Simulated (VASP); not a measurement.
**Ta: electric field gradients with PBE**

The system is Ta.

```
Ta
1.0
    -1.65677    1.65677    1.65677
     1.65677   -1.65677    1.65677
     1.65677    1.65677   -1.65677
Ta
1
Direct
  0.00000 0.00000 0.00000
```

This cell differs from its parent crystal: volume scaled by 1.01.

* Program: VASP 6.6.1
* Task: electric field gradients
* Functional: PBE
* Potentials or basis: VASP PAW PBE potentials, release 64 (Ta_pv)
* Cutoff: 520 eV
* k mesh: 17 × 17 × 17
* Occupations: fermi-dirac, width 0.08 eV
* Spin: no spin polarisation
* Dipole correction: no
* Further INCAR settings: ALGO = Normal; EDIFF = 1e-08; NBANDS = 12

```json
{
  "Pressure": "1.2 GPa"
}
```

Levels at points of the mesh, in eV from the Fermi level:
| k point | band 3 | band 4 | band 5 | band 6 | band 7 | band 8 | band 9 | band 10 |
| --- | --- | --- | --- | --- | --- | --- | --- | --- |
| (0.00, 0.00, 0.00) | -33.12 | -7.89 | 0.73 | 0.73 | 0.73 | 3.97 | 3.97 | 14.66 |

Wall time 40 s on 1 thread of AMD EPYC 7R43 64-Core Processor (Zen 3), on a shared host, peak memory 0.13 GiB.

Caveat: without QUAD_EFG the Cq values of the log hold for a quadrupole moment of 1 mb, not for the nuclei; spin-orbit coupling is left out, which moves the levels of the heavy elements.
